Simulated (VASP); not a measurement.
# Sr (Fm-3m) in VASP: notebook, part 2 of 2

VASP 6.6.1. The steps go on from the part before.

## Step 4: Single point, LDA

This run uses another cell than the first one, of 56.32 Å³/atom.

Contents of INCAR:

```
ALGO     = Normal         # electronic algorithm
EDIFF    = 1E-6           # SCF threshold, eV
ENCUT    = 500            # plane-wave cutoff, eV
GGA      = CA             # functional
GGA_COMPAT= F            
ISIF     = 2              # what is computed and relaxed
ISMEAR   = -1             # smearing method
LASPH    = T              # aspherical terms in the spheres
LCHARG   = F              # write CHGCAR
LREAL    = F              # projectors in reciprocal space
LWAVE    = F              # write WAVECAR
NBANDS   = 11             # bands
NELM     = 120            # most SCF steps
PREC     = Accurate       # precision mode
SIGMA    = 0.02           # smearing width, eV
```

Contents of KPOINTS:

```
k-points
0
Gamma
  8 8 8
```

Contents of POSCAR:

```
Sr
1.0
    0.0000000000      3.0423500000      3.0423500000
    3.0423500000      0.0000000000      3.0423500000
    3.0423500000      3.0423500000      0.0000000000
Sr
1
Direct
    0.0000000000      0.0000000000      0.0000000000
```

Potentials or basis: VASP PAW LDA potentials, release 64 (Sr_sv).

Started as:

```console
> cat potpaw_LDA.64/Sr_sv/POTCAR > POTCAR
> mpirun -np 1 vasp_std > vasp.out
```

OUTCAR:

```text
EDIFF = 1E-6
   ENCUT = 500
   GGA = CA
   ISIF = 2
   ISMEAR = -1
   LASPH = T
   LREAL = F
   NELM = 120
   PREC = Accurate

 ion  position               nearest neighbor table
   1  0.000  0.000  0.000-

  LATTYP: Found a face centered cubic cell.
 ALAT       =     6.0847000000

  Lattice vectors:

 A1 = (   0.0000000000,   3.0423500000,   3.0423500000)
 A2 = (   3.0423500000,   0.0000000000,   3.0423500000)
 A3 = (   3.0423500000,   3.0423500000,   0.0000000000)

[... 512 lines left out ...]
     11       6.3154      0.00000

 [... further k-points ...]

------------------------ aborting loop because EDIFF is reached ----------------------------------------

  FORCE on cell =-STRESS in cart. coord.  units (eV):
  Direction    XX          YY          ZZ          XY          YZ          ZX
  --------------------------------------------------------------------------------------
  -------------------------------------------------------------------------------------
  Total       -0.5773622     -0.5773622     -0.5773622     -0.0000000     -0.0000000     -0.0000000
  in kB      -16.4248487    -16.4248487    -16.4248487     -0.0000000     -0.0000000     -0.0000000
  external PRESSURE =     -16.4248487 kB  Pullay stress =       0.0000000 kB

 VOLUME and BASIS-vectors are now :
 -----------------------------------------------------------------------------
  energy-cutoff  :      500.00
  volume of cell :       56.32
      direct lattice vectors                 reciprocal lattice vectors
     0.000000000  3.042350000  3.042350000    -0.164346640  0.164346640  0.164346640
     3.042350000  0.000000000  3.042350000     0.164346640 -0.164346640  0.164346640
     3.042350000  3.042350000  0.000000000     0.164346640  0.164346640 -0.164346640

 POSITION                                       TOTAL-FORCE (eV/Angst)
 -----------------------------------------------------------------------------------
      0.00000      0.00000      0.00000         0.000000     -0.000000      0.000000
 -----------------------------------------------------------------------------------
    total drift:                                0.000000      0.000000      0.000000

  FREE ENERGIE OF THE ION-ELECTRON SYSTEM (eV)
  ---------------------------------------------------
  free  energy   TOTEN  =        -1.8594267255 eV

  energy  without entropy=       -1.8582280509  energy(sigma->0) =       -1.85882739
```

OSZICAR:

```text
N       E                     dE             d eps       ncg     rms          rms(c)
DAV:   1     0.350079085538E+02    0.35008E+02   -0.46730E+03   638   0.757E+02
DAV:   2    -0.331855972195E+00   -0.35340E+02   -0.34786E+02   765   0.152E+02
DAV:   3    -0.181182029902E+01   -0.14800E+01   -0.14335E+01   939   0.226E+01
DAV:   4    -0.186128267288E+01   -0.49462E-01   -0.49430E-01   836   0.428E+00
DAV:   5    -0.186198682695E+01   -0.70415E-03   -0.70411E-03   857   0.428E-01    0.107E+01
DAV:   6    -0.186061528020E+01    0.13715E-02   -0.60952E-03   752   0.937E-01    0.597E+00
DAV:   7    -0.185948235998E+01    0.11329E-02   -0.10227E-02   696   0.117E+00    0.278E-01
DAV:   8    -0.185940677986E+01    0.75580E-04   -0.14210E-03  1022   0.207E-01    0.622E-02
DAV:   9    -0.185942186812E+01   -0.15088E-04   -0.11611E-05   740   0.313E-02    0.288E-02
DAV:  10    -0.185942644978E+01   -0.45817E-05   -0.49580E-06   917   0.199E-02    0.825E-03
DAV:  11    -0.185942672553E+01   -0.27575E-06   -0.41433E-07   412   0.640E-03
   1 F= -.18594267E+01 E0= -.18588274E+01  d E =-.119867E-02
```

stdout:

```text
POSCAR found type information on POSCAR Sr
 POSCAR found :  1 types and       1 ions
 scaLAPACK will be used
 LDA part: xc-table for (Slater(with rela. corr.)+CA(PZ))
 , standard interpolation
 POSCAR, INCAR and KPOINTS ok, starting setup
 FFT: planning ... GRIDC
 FFT: planning ... GRID_SOFT
 FFT: planning ... GRID
 WAVECAR not read
 entering main loop
```

Run time: 20 s. Hardware: 1 thread of Intel Xeon 8259CL, shared host; peak memory 0.16 GiB.

Results:

* Free energy: -1.8594 eV
* Pressure: -1.6 GPa
* Band gap on the k mesh: zero (bands 5 and 6 overlap by 0.04 eV)

Levels at points of the mesh, in eV from the Fermi level:
| k point | band 1 | band 2 | band 3 | band 4 | band 5 | band 6 | band 7 | band 8 | band 9 | band 10 |
| --- | --- | --- | --- | --- | --- | --- | --- | --- | --- | --- |
| (0.00, 0.00, 0.00) | -36.53 | -18.52 | -18.52 | -18.52 | -3.65 | 2.19 | 2.19 | 2.19 | 3.60 | 3.60 |
| (0.50, 0.00, 0.00) | -36.52 | -18.70 | -18.54 | -18.54 | -1.18 | 0.08 | 2.05 | 2.05 | 4.61 | 4.61 |
| (0.50, 0.50, 0.00) | -36.51 | -18.69 | -18.59 | -18.59 | -0.66 | 0.28 | 1.02 | 4.62 | 4.91 | 4.91 |

## Step 5: Single point, LDA

This run uses another cell than the first one, of 57.45 Å³/atom.

Contents of INCAR:

```
  PREC = Accurate
  ENCUT = 500
  EDIFF = 1E-6
  ISMEAR = -1
  SIGMA = 0.02
  LREAL = False
  LASPH = True
  NELM = 120
  ALGO = Normal
  ISIF = 2
  LWAVE = False
  LCHARG = True
  LELF = True
  LVHAR = True
  NBANDS = 11
  GGA_COMPAT = False
```

Contents of KPOINTS:

```
regular mesh
0
Gamma
  8 8 8
```

Contents of POSCAR:

```
Sr
1.0
    0.0000000000      3.0624986004      3.0624986004
    3.0624986004      0.0000000000      3.0624986004
    3.0624986004      3.0624986004      0.0000000000
Sr
1
Direct
    0.0000000000      0.0000000000      0.0000000000
```

Started as:

```console
> cat potpaw_LDA.64/Sr_sv/POTCAR > POTCAR
> mpirun -np 1 vasp_std > vasp.out
```

Run time: 20 s. Hardware: 1 thread of Intel Xeon 8259CL, shared host; peak memory 0.16 GiB.

It converged, with:

```yaml
Free_energy: -1.8474 eV
Pressure: -1.8 GPa
Band_gap_on_the_k_mesh: zero (bands 5 and 6 overlap by 0.06 eV)
```

Levels at points of the mesh, in eV from the Fermi level:
| k point | band 3 | band 4 | band 5 | band 6 | band 7 | band 8 |
| --- | --- | --- | --- | --- | --- | --- |
| (0.00, 0.00, 0.00) | -18.55 | -18.55 | -3.61 | 2.17 | 2.17 | 2.17 |
| (0.50, 0.00, 0.00) | -18.58 | -18.58 | -1.17 | 0.07 | 2.04 | 2.04 |
| (0.50, 0.50, 0.00) | -18.62 | -18.62 | -0.63 | 0.31 | 0.99 | 4.55 |

## Step 6: Single point, LDA

This run uses another cell than the first one, of 58.57 Å³/atom.

Contents of INCAR:

```
  PREC = Accurate
  ENCUT = 500
  EDIFF = 1E-6
  ISMEAR = -1
  SIGMA = 0.02
  LREAL = F
  LASPH = T
  NELM = 120
  ALGO = Normal
  ISIF = 2
  LWAVE = F
  LCHARG = F
  NBANDS = 11
  GGA_COMPAT = F
```

Contents of KPOINTS:

```
Automatic mesh
0
Gamma
  8 8 8
```

Contents of POSCAR:

```
Sr
1.0
    0.0000000000      3.0823855122      3.0823855122
    3.0823855122      0.0000000000      3.0823855122
    3.0823855122      3.0823855122      0.0000000000
Sr
1
Direct
    0.0000000000      0.0000000000      0.0000000000
```

Potentials or basis: VASP PAW LDA potentials, release 64 (Sr_sv).

Started as:

```console
> cat potpaw_LDA.64/Sr_sv/POTCAR > POTCAR
> mpirun -np 1 vasp_std > vasp.out
```

It took 17 s on 1 thread of Intel Xeon 8259CL, shared host; peak memory 0.16 GiB.

Results (log left out):

* Free energy: -1.8343 eV
* Pressure: -1.9 GPa
* Band gap on the k mesh: zero (bands 5 and 6 overlap by 0.07 eV)

Levels at points of the mesh, in eV from the Fermi level:
```
           k point  band 1  band 2  band 3  band 4  band 5  band 6  band 7  band 8  band 9  band 10
(0.00, 0.00, 0.00)  -36.59  -18.59  -18.59  -18.59   -3.57    2.16    2.16    2.16    3.51     3.51
(0.50, 0.00, 0.00)  -36.58  -18.75  -18.61  -18.61   -1.15    0.05    2.03    2.03    4.48     4.48
(0.50, 0.50, 0.00)  -36.58  -18.74  -18.65  -18.65   -0.61    0.33    0.96    4.48    4.76     4.76
```

## Step 7: The runs side by side

| cell | smearing | gap on the mesh (eV) | pressure (GPa) |
| --- | --- | --- | --- |
| a = 4.185 Å, angles 60.0°, 1 atom | fermi-dirac 0.1 eV | - | -0.8 |
| a = 4.244 Å, angles 60.0°, 1 atom | fermi-dirac 0.02 eV | - | -1.3 |
| a = 4.303 Å, angles 60.0°, 1 atom | fermi-dirac 0.02 eV | none | -1.6 |
| a = 4.331 Å, angles 60.0°, 1 atom | fermi-dirac 0.02 eV | none | -1.8 |
| a = 4.359 Å, angles 60.0°, 1 atom | fermi-dirac 0.02 eV | none | -1.9 |

Alike in all rows: task single point; level LDA; potentials or basis VASP PAW LDA potentials, release 64 (Sr_sv); no spin polarisation; k mesh 8 × 8 × 8; cutoff (eV) 500.

Absolute energies hang on the potentials; compare differences alone.
